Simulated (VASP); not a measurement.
Crystal: SnAs2Se.

```xyz
8
Lattice="3.8957 0.0000 0.0000 -1.9478 3.3737 0.0000 0.0000 0.0000 14.0493" Properties=species:S:1:pos:R:3 pbc="T T T"
Sn    0.0000    2.2492   10.5370
Sn    1.9478    1.1246    3.5123
As    0.0000    2.2492    1.6860
As    1.9478    1.1246    8.7107
As    1.9478    1.1246   12.3633
As    0.0000    2.2492    5.3387
Se    0.0000    0.0000    7.0247
Se    0.0000    0.0000    0.0000
```

The cell was generated, and may not be a known phase.

| Property | Result |
| --- | --- |
| Program | VASP 6.6.1 |
| Task | relaxation of cell and atoms |
| Functional | PBE |
| Potentials or basis | VASP PAW PBE potentials, release 64 (Sn_d, As, Se) |
| Cutoff | 600 eV |
| k mesh | 6 × 6 × 2 |
| Occupations | gaussian, width 0.1 eV |
| Spin | no spin polarisation |

At the start: pressure 0.1 GPa; volume 23.08 Å³/atom.

**Question.** How do energy, volume and symmetry change on relaxing?

**Answer.** Over 3 steps the energy falls by 7.5 meV/atom and the volume is 23.21 Å³/atom (+0.5 %); space group P6_3/mmc (No. 194, to 0.1 Å) before and after.

Step by step:
| step | energy change (eV) | largest force (eV/Å) | pressure (GPa) | volume (Å³) |
| --- | --- | --- | --- | --- |
| 1 | 0.0000 | 0.1174 | 0.14 | 184.65 |
| 2 | -0.0418 | 0.0576 | 0.02 | 185.16 |
| 3 | -0.0597 | 0.0030 | -0.04 | 185.66 |

Final structure:
```xyz
8
Lattice="3.9610 0.0000 0.0000 -1.9805 3.4303 0.0000 0.0000 0.0000 13.6635" Properties=species:S:1:pos:R:3 pbc="T T T"
Sn    0.0000    2.2869   10.2476
Sn    1.9805    1.1435    3.4159
As    0.0000    2.2869    1.6513
As    1.9805    1.1435    8.4830
As    1.9805    1.1435   12.0123
As    0.0000    2.2869    5.1805
Se    0.0000    0.0000    6.8318
Se    0.0000    0.0000    0.0000
```
